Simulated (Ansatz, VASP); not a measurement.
One calculation of Ir, two programs

INCAR

```
PREC     = Accurate       # precision mode
ENCUT    = 520            # plane-wave cutoff, eV
EDIFF    = 1E-6           # SCF threshold, eV
ISMEAR   = 0              # smearing method
SIGMA    = 0.15           # smearing width, eV
LREAL    = False          # projectors in reciprocal space
LASPH    = True           # aspherical terms in the spheres
NELM     = 80             # most SCF steps
ALGO     = Fast           # electronic algorithm
ISIF     = 2              # what is computed and relaxed
LWAVE    = False          # write WAVECAR
LCHARG   = False          # write CHGCAR
GGA      = PE             # functional
NBANDS   = 10             # bands
```

Contents of KPOINTS:

```
regular mesh
0
Gamma
  22 22 22
```

File POSCAR:

```
Ir
1.0
    0.0000000000      2.0098308706      1.9089373609
    2.0098308706      0.0000000000      1.9089373609
    2.0098308706      2.0098308706      0.0000000000
Ir
1
Direct
    0.0000000000      0.0000000000      0.0000000000
```

Input for Ansatz:

```yaml
crystal:
  lattice:
    - [0.0, 2.0098308706, 1.9089373609]
    - [2.0098308706, 0.0, 1.9089373609]
    - [2.0098308706, 2.0098308706, 0.0]
  atoms:
    - { symbol: Ir, position: [0.0, 0.0, 0.0] }
basis:
  ecutwfc: 420
kpoints:
  mp_grid: { grid: [22, 22, 22] }
hamiltonian:
  xc: pbe
  pseudopotentials: { kind: paw, azcp: { folder: soft_1 } }
scf:
  occupations: { method: gaussian, width: 0.15 }
output:
  forces: true
  stress: true
  eigenvalues: true
```

Alike in both runs: task single point; functional PBE; k mesh 22 × 22 × 22; occupations gaussian, width 0.15 eV; no spin polarisation.

```csv
,VASP,Ansatz
version,VASP 6.6.1,Ansatz 0.2.0
potentials or method,"VASP PAW PBE potentials, release 64 (Ir), cutoff 520 eV","scalar-relativistic, plane waves, PAW"
valence electrons in the cell,9,17
```

VASP gave:

| Property | Result |
| --- | --- |
| gap on the k mesh at the Fermi level (eV) | none |
| pressure (GPa) | -17.6 |
| traceless stress, the component that is largest in VASP (GPa) | 9.67 |

What did Ansatz give for the same quantities?

gap on the k mesh at the Fermi level (eV): none; pressure (GPa): -17.8; traceless stress, the component that is largest in VASP (GPa): 9.74.

A gap of «none» marks a metal or a gap that the smearing closes. With one functional, cell and mesh, what is left measures potentials, basis and numerics. VASP's potentials hold 9 valence electrons a cell and Ansatz's 17, so a difference there can come from the potentials and not from the codes.

Neither program's run includes spin-orbit coupling.
